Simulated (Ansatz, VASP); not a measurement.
One calculation of Sc, two programs

Contents of INCAR:

```
SYSTEM = Sc
PREC = Accurate ; ENCUT = 600
EDIFF = 1E-7 ; ISMEAR = -1
SIGMA = 0.05 ; LREAL = .FALSE.
LASPH = .TRUE. ; NELM = 80
ALGO = Normal ; ISIF = 3
LWAVE = .FALSE. ; LCHARG = .FALSE.
GGA = B5 ; ALDAX = 1.0
AGGAX = 1.0 ; AGGAC = 1.0
ALDAC = 0.0 ; IBRION = 2
NSW = 60 ; EDIFFG = -0.01
```

File KPOINTS:

```
regular mesh
0
G
  10 10 10
  0 0 0
```

File POSCAR:

```
Sc
1.0
    0.0000000000      2.2600000000      2.2600000000
    2.2600000000      0.0000000000      2.2600000000
    2.2600000000      2.2600000000      0.0000000000
Sc
1
Direct
    0.0000000000      0.0000000000      0.0000000000
```

Contents of input.yaml:

```yaml
crystal:
  lattice:
    - [0.0, 2.26, 2.26]
    - [2.26, 0.0, 2.26]
    - [2.26, 2.26, 0.0]
  atoms:
    - { symbol: Sc, position: [0.0, 0.0, 0.0] }
hamiltonian:
  xc: blyp
  pseudopotentials: { kind: paw }
kpoints:
  mp_grid: { grid: [10, 10, 10] }
scf:
  occupations: { method: fermi_dirac, width: 0.05 }
output:
  forces: true
  stress: true
  eigenvalues: true
  write_density: true
  write_potential: true
  elf: true
  volumetric_format: npy
relax:
  f_tol: 0.01
  max_steps: 40
  cell: { stress_tol: 0.05 }
```

Alike in both runs: task relaxation of cell and atoms; functional BLYP; k mesh 10 × 10 × 10; occupations fermi-dirac, width 0.05 eV; no spin polarisation.

|  | VASP | Ansatz |
| --- | --- | --- |
| version | VASP 6.6.1 | Ansatz 0.2.0 |
| potentials or method | VASP PAW PBE potentials, release 64 (Sc_sv) | Ansatz PAW |
| plane-wave cutoff (eV) | 600 | 420 |
| valence electrons in the cell | 11 | 11 |

Ansatz gave:

```
gap on the k mesh at the Fermi level, each at its own relaxed structure (eV) : none
relaxed volume (Å³/atom)                                                     : 24.97
relaxed cell length with the largest relative difference (Å)                 : 3.281
```

Problem. Which values does VASP return?

Solution. gap on the k mesh at the Fermi level, each at its own relaxed structure (eV): none; relaxed volume (Å³/atom): 24.99; relaxed cell length with the largest relative difference (Å): 3.282.

VASP's potentials were made for PBE, not for BLYP. A gap of «none» marks a metal or a gap that the smearing closes.

Noted on Ansatz's run: the plane-wave basis is chosen anew once the cell has moved, so the energies of steps on either side of that aren't comparable.
